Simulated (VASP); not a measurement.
# Sr (Fm-3m) in VASP: notebook

Sr is run at these levels: PBE; tasks: single point, relaxation of cell and atoms.

All numbers are computed with VASP 6.6.1; they aren't measurements. Logs are shortened: lines on timing, memory, paths and dates and some standing lists are left out, and cuts for length are marked.

**1. The cell of the first run**

Symmetry: Fm-3m, No. 225, cubic system. Conventional cell: a = 6.038 Å, b = 6.038 Å, c = 6.038 Å, α = 90.00°, β = 90.00°, γ = 90.00°. Within 5.6 Å of Sr (site symmetry m-3m) lie 12 Sr at 4.27 Å.

**2. Single point, PBE**

INCAR

```
SYSTEM = Sr
  PREC = Accurate
  ENCUT = 500
  EDIFF = 1E-6
  ISMEAR = -1
  SIGMA = 0.1
  LREAL = .False.
  LASPH = .True.
  NELM = 120
  ALGO = Normal
  ISIF = 2
  LWAVE = .False.
  LCHARG = .False.
  GGA = PE
  NBANDS = 11
  GGA_COMPAT = .False.
```

KPOINTS

```
regular mesh
0
Gamma
  13 13 13
  0 0 0
```

POSCAR

```
Sr
1.0
    0.0000000000      3.0189296066      3.0189296066
    3.0189296066      0.0000000000      3.0189296066
    3.0189296066      3.0189296066      0.0000000000
Sr
1
Direct
    0.0000000000      0.0000000000      0.0000000000
```

Potentials or basis: VASP PAW PBE potentials, release 64 (Sr_sv).

Run with:

```
$ cat potpaw_PBE.64/Sr_sv/POTCAR > POTCAR
$ mpirun -np 1 vasp_std > vasp.out
```

OUTCAR:

```text
SYSTEM = Sr
   PREC = Accurate
   ENCUT = 500
   EDIFF = 1E-6
   ISMEAR = -1
   LREAL = .False.
   LASPH = .True.
   NELM = 120
   ISIF = 2
   GGA = PE

 ion  position               nearest neighbor table
   1  0.000  0.000  0.000-

  LATTYP: Found a face centered cubic cell.
 ALAT       =     6.0378592132

  Lattice vectors:

 A1 = (   0.0000000000,   3.0189296066,   3.0189296066)
 A2 = (   3.0189296066,   0.0000000000,   3.0189296066)
 A3 = (   3.0189296066,   3.0189296066,   0.0000000000)

Analysis of symmetry for initial positions (statically):
=====================================================================
 Subroutine PRICEL returns:
 Original cell was already a primitive cell.

 Routine SETGRP: Setting up the symmetry group for a
 face centered cubic supercell.

 Subroutine GETGRP returns: Found 48 space group operations
 (whereof 48 operations were pure point group operations)
 out of a pool of 48 trial point group operations.

The static configuration has the point symmetry O_h .

Analysis of symmetry for dynamics (positions and initial velocities):
=====================================================================
 Subroutine PRICEL returns:
 Original cell was already a primitive cell.

 Routine SETGRP: Setting up the symmetry group for a
 face centered cubic supercell.

 Subroutine GETGRP returns: Found 48 space group operations
 (whereof 48 operations were pure point group operations)
 out of a pool of 48 trial point group operations.

The dynamic configuration has the point symmetry O_h .

 Subroutine INISYM returns: Found 48 space group operations
 (whereof 48 operations are pure point group operations),
 and found     1 'primitive' translations

----------------------------------------------------------------------------------------

                                     Primitive cell

  volume of cell :      55.0287

  direct lattice vectors                    reciprocal lattice vectors
     0.000000000  3.018929607  3.018929607    -0.165621616  0.165621616  0.165621616
     3.018929607  0.000000000  3.018929607     0.165621616 -0.165621616  0.165621616
     3.018929607  3.018929607  0.000000000     0.165621616  0.165621616 -0.165621616

  length of vectors
     4.269411194  4.269411194  4.269411194     0.286865054  0.286865054  0.286865054

  position of ions in fractional coordinates (direct lattice)
     0.000000000  0.000000000  0.000000000

  ion indices of the primitive-cell ions
   primitive index   ion index
                 1           1

----------------------------------------------------------------------------------------

 KPOINTS: regular mesh

Automatic generation of k-mesh.
 Grid dimensions read from file:
 generate k-points for:   13   13   13

 Generating k-lattice:

  Cartesian coordinates                     Fractional coordinates (reciprocal lattice)
    -0.012740124  0.012740124  0.012740124     0.076923077  0.000000000  0.000000000
     0.012740124 -0.012740124  0.012740124     0.000000000  0.076923077  0.000000000
     0.012740124  0.012740124 -0.012740124     0.000000000  0.000000000  0.076923077

  Length of vectors
     0.022066543  0.022066543  0.022066543

  Shift w.r.t. Gamma in fractional coordinates (k-lattice)
     0.000000000  0.000000000  0.000000000

 Subroutine IBZKPT returns following result:
 ===========================================

 Found     84 irreducible k-points:

 Following reciprocal coordinates:
            Coordinates               Weight
  0.000000  0.000000  0.000000      1.000000
  0.076923  0.000000  0.000000      8.000000
  0.153846  0.000000  0.000000      8.000000
  0.230769  0.000000  0.000000      8.000000
  0.307692  0.000000  0.000000      8.000000
  0.384615  0.000000  0.000000      8.000000
[... 16 lines left out ...]
  0.384615  0.153846  0.000000     24.000000
  0.461538  0.153846  0.000000     24.000000
 [... further k-points ...]
   k-points           NKPTS =     84   k-points in BZ     NKDIM =     84   number of bands    NBANDS=     11
   number of dos      NEDOS =    301   number of ions     NIONS =      1
   total plane-waves  NPLWV =  32768
   dimension x,y,z NGX =    32 NGY =   32 NGZ =   32
   dimension x,y,z NGXF=    64 NGYF=   64 NGZF=   64
   ions per type =               1
   NGX,Y,Z   is equivalent  to a cutoff of  12.46, 12.46, 12.46 a.u.
   NGXF,Y,Z  is equivalent  to a cutoff of  24.92, 24.92, 24.92 a.u.
 SYSTEM =  Sr
   PREC   = accura    normal or accurate (medium, high low for compatibility)
   ISTART =      0    job   : 0-new  1-cont  2-samecut
   ICHARG =      2    charge: 1-file 2-atom 10-const
   ISPIN  =      1    spin polarized calculation?
   LNONCOLLINEAR =      F non collinear calculations
   LSORBIT =      F    spin-orbit coupling
   LASPH  =      T    aspherical Exc in radial PAW
   ENCUT  =  500.0 eV  36.75 Ry    6.06 a.u.   7.78  7.78  7.78*2*pi/ulx,y,z
   NELM   =    120;   NELMIN=  2; NELMDL= -5     # of ELM steps
   EDIFF  = 0.1E-05   stopping-criterion for ELM
   LREAL  =      F    real-space projection
   EDIFFG = 0.1E-04   stopping-criterion for IOM
   NSW    =      0    number of steps for IOM
   IBRION =     -1    ionic relax: 0-MD 1-quasi-New 2-CG
   NFREE  =      0    steps in history (QN), initial steepest desc. (CG)
   ISIF   =      2    stress and relaxation
   ISYM   =      2    0-nonsym 1-usesym 2-fastsym
   POTIM  = 0.5000    time-step for ionic-motion
   TEBEG  =    0.0;   TEEND  =   0.0 temperature during run
   PSTRESS=    0.0 pullay stress
   NELECT =      10.0000    total number of electrons
   NUPDOWN=      -1.0000    fix difference up-down
   EMIN   =  10.00;   EMAX   =-10.00  energy-range for DOS
   EFERMI =   0.00;   METHOD = LEGACY
   ISMEAR =    -1;   SIGMA  =   0.10  broadening in eV -4-tet -1-fermi 0-gaus
   EFERMI_NEDOS =   21; number of points for ismear=-14 and -15
   IALGO  =     38    algorithm
   IMIX   =      4    mixing-type and parameters
     AMIX     =   0.40;   BMIX     =  1.00
     AMIX_MAG =   1.60;   BMIX_MAG =  1.00
  volume/ion in A,a.u.               =      55.03       371.35
  Fermi-wavevector in a.u.,A,eV,Ry     =   0.927282  1.752309 11.698996  0.859852
  Thomas-Fermi vector in A             =   2.053335
   LORBIT       =      0    0 simple, 1 ext, 2 COOP (PROOUT), +10 PAW based schemes
   GGA     = PE    functional components
   LHFCALC =     F    Hartree Fock is set to
   AEXX    =    0.0000 exact exchange contribution
   IVDW    =     0    specifies the selected vdW correction
   LEPSILON=     F    determine dielectric tensor
   LRPA    =     F    only Hartree local field effects (RPA)
 non-spin polarized calculation
  energy-cutoff  :      500.00
  volume of cell :       55.03
 maximum number of plane-waves:      1413
   NGX = 15   NGY = 15   NGZ = 15

 number of electron      10.0000000 magnetization

 Free energy of the ion-electron system (eV)
  ---------------------------------------------------
  ext. energy  EPLUGINS =         0.00000000
  ---------------------------------------------------
  free energy    TOTEN  =        -1.65929533 eV

  energy without entropy =       -1.61683991  energy(sigma->0) =       -1.63806762

 E-fermi :   1.5626     XC(G=0):  -7.3484

 val. band max:        1.5445761541   @ k =  -0.3077   0.3846   0.0769
 cond. band min:       1.5985003498   @ k =  -0.3077   0.4615   0.2308
 fundamental gap:      0.0539241958
 Fermi energy:         1.5626499800

 k-point     1 :       0.0000    0.0000    0.0000
  band No.  band energies     occupation
      1     -35.0376      2.00000
      2     -16.9256      2.00000
      3     -16.9256      2.00000
      4     -16.9256      2.00000
      5      -2.0631      2.00000
      6       3.9247      0.00000
      7       3.9247      0.00000
      8       3.9247      0.00000
      9       5.3907      0.00000
     10       5.3907      0.00000
     11       8.6827      0.00000

 k-point     2 :       0.0769    0.0000    0.0000
  band No.  band energies     occupation
      1     -35.0368      2.00000
      2     -16.9370      2.00000
      3     -16.9271      2.00000
      4     -16.9271      2.00000
      5      -1.9677      2.00000
      6       3.7743      0.00000
      7       3.9704      0.00000
      8       3.9704      0.00000
      9       5.3291      0.00000
     10       5.3291      0.00000
     11       8.9321      0.00000

 k-point     3 :       0.1538    0.0000    0.0000
  band No.  band energies     occupation
      1     -35.0346      2.00000
      2     -16.9687      2.00000
      3     -16.9314      2.00000
      4     -16.9314      2.00000
      5      -1.6894      2.00000
      6       3.4069      0.00000
      7       4.0675      0.00000
      8       4.0675      0.00000
      9       5.2262      0.00000
     10       5.2262      0.00000
     11       9.2151      0.00000

 k-point     4 :       0.2308    0.0000    0.0000
  band No.  band energies     occupation
      1     -35.0315      2.00000
      2     -17.0127      2.00000
      3     -16.9374      2.00000
      4     -16.9374      2.00000
      5      -1.2518      2.00000
      6       2.9577      0.00000
      7       4.0925      0.00000
      8       4.0925      0.00000
      9       5.2824      0.00000
     10       5.2824      0.00000
     11       8.5304      0.00000
[... 239 lines left out ...]
 k-point    22 :       0.3077    0.1538    0.0000
  band No.  band energies     occupation
      1     -35.0284      2.00000
      2     -17.0336      2.00000
      3     -16.9555      2.00000
      4     -16.9544      2.00000
      5      -0.7762      2.00000
      6       2.6760      0.00003
      7       3.7000      0.00000
      8       4.3117      0.00000
      9       4.9165      0.00000
     10       5.8956      0.00000
     11       8.7832      0.00000

 k-point    23 :       0.3846    0.1538    0.0000
  band No.  band energies     occupation
      1     -35.0255      2.00000
      2     -17.0697      2.00000
      3     -16.9639      2.00000
      4     -16.9605      2.00000
      5      -0.2095      2.00000
      6       2.3123      0.00111
      7       3.4396      0.00000
      8       4.2267      0.00000
      9       5.4064      0.00000
     10       6.2276      0.00000
     11       7.8996      0.00000

 k-point    24 :       0.4615    0.1538    0.0000
  band No.  band energies     occupation
      1     -35.0234      2.00000
      2     -17.0957      2.00000
      3     -16.9734      2.00000
      4     -16.9624      2.00000
      5       0.3821      1.99999
      6       1.9219      0.05360
      7       3.3100      0.00000
      8       4.1172      0.00000
      9       5.9261      0.00000
     10       6.4705      0.00000
     11       7.1836      0.00000

 [... further k-points ...]

------------------------ aborting loop because EDIFF is reached ----------------------------------------

  FORCE on cell =-STRESS in cart. coord.  units (eV):
  Direction    XX          YY          ZZ          XY          YZ          ZX
  --------------------------------------------------------------------------------------
  -------------------------------------------------------------------------------------
  Total        0.0027823      0.0027823      0.0027823     -0.0000000      0.0000000     -0.0000000
  in kB        0.0810088      0.0810088      0.0810088     -0.0000000      0.0000000     -0.0000000
  external PRESSURE =       0.0810088 kB  Pullay stress =       0.0000000 kB

 VOLUME and BASIS-vectors are now :
 -----------------------------------------------------------------------------
  energy-cutoff  :      500.00
  volume of cell :       55.03
      direct lattice vectors                 reciprocal lattice vectors
     0.000000000  3.018929607  3.018929607    -0.165621616  0.165621616  0.165621616
     3.018929607  0.000000000  3.018929607     0.165621616 -0.165621616  0.165621616
     3.018929607  3.018929607  0.000000000     0.165621616  0.165621616 -0.165621616

 POSITION                                       TOTAL-FORCE (eV/Angst)
 -----------------------------------------------------------------------------------
      0.00000      0.00000      0.00000        -0.000000     -0.000000     -0.000000
 -----------------------------------------------------------------------------------
    total drift:                                0.000000      0.000000      0.000000

  FREE ENERGIE OF THE ION-ELECTRON SYSTEM (eV)
  ---------------------------------------------------
  free  energy   TOTEN  =        -1.6592953322 eV

  energy  without entropy=       -1.6168399086  energy(sigma->0) =       -1.63806762
```

Wall time 54 s (1 thread of AMD EPYC 7R43 (Zen 3), shared host); peak memory 0.16 GiB.

What came out:

- Free energy: -1.6593 eV
- Pressure: 0.0 GPa

Levels at points of the mesh, in eV from the Fermi level:
| k point | band 3 | band 4 | band 5 | band 6 | band 7 | band 8 |
| --- | --- | --- | --- | --- | --- | --- |
| (0.00, 0.00, 0.00) | -18.49 | -18.49 | -3.63 | 2.36 | 2.36 | 2.36 |

**3. Relaxation of cell and atoms, PBE**

This run uses another cell than the first one, of 56.32 Å³/atom.

INCAR

```
PREC = Accurate ; ENCUT = 500
EDIFF = 1E-7 ; ISMEAR = -1
SIGMA = 0.1 ; LREAL = F
LASPH = T ; NELM = 120
ALGO = Normal ; ISIF = 3
LWAVE = F ; LCHARG = F
GGA = PE ; IBRION = 2
NSW = 50 ; EDIFFG = -0.02
GGA_COMPAT = F ; NELMIN = 4
```

KPOINTS

```
regular mesh
0
Gamma
  13 13 13
```

POSCAR

```
Sr
1.0
    0.0000000000      3.0423500000      3.0423500000
    3.0423500000      0.0000000000      3.0423500000
    3.0423500000      3.0423500000      0.0000000000
Sr
1
Direct
    0.0000000000      0.0000000000      0.0000000000
```

Potentials or basis: VASP PAW PBE potentials, release 64 (Sr_sv).

Run with:

```
$ cat potpaw_PBE.64/Sr_sv/POTCAR > POTCAR
$ mpirun -np 1 vasp_std > vasp.out
```

Run time: 2 min. Hardware: 1 thread of AMD EPYC 7R43 (Zen 3), shared host; peak memory 0.17 GiB.

It converged, with:

- Free energy: -1.6594 eV
- Relaxed volume: 55.08 Å³/atom
- Relaxed cell: a = 4.271 Å, b = 4.271 Å, c = 4.271 Å, α = 60.00°, β = 60.00°, γ = 60.00°
- Space group after relaxing (to 0.1 Å): Fm-3m (No. 225)
- Energy gained by relaxing: 1.0 meV/atom
- Ionic steps: 3
- Pressure after relaxing: 0.0 GPa

Step by step:
```tsv
step	energy change (eV)	largest force (eV/Å)	pressure (GPa)	volume (Å³)
1	0.0000	0.0000	-0.26	56.32
2	-0.0009	0.0000	-0.11	55.58
3	-0.0010	0.0000	0.00	55.08
```

Final structure:
```cif
data_structure
_symmetry_space_group_name_H-M 'P 1'
_symmetry_Int_Tables_number 1
_cell_length_a 4.2708
_cell_length_b 4.2708
_cell_length_c 4.2708
_cell_angle_alpha 60.000
_cell_angle_beta 60.000
_cell_angle_gamma 60.000
_cell_volume 55.08
loop_
_atom_site_label
_atom_site_type_symbol
_atom_site_fract_x
_atom_site_fract_y
_atom_site_fract_z
_atom_site_occupancy
Sr1 Sr 0.00000 0.00000 0.00000 1
```

Levels at points of the mesh, in eV from the Fermi level:
| k point | band 3 | band 4 | band 5 | band 6 | band 7 | band 8 |
| --- | --- | --- | --- | --- | --- | --- |
| (0.00, 0.00, 0.00) | -18.49 | -18.49 | -3.62 | 2.36 | 2.36 | 2.36 |
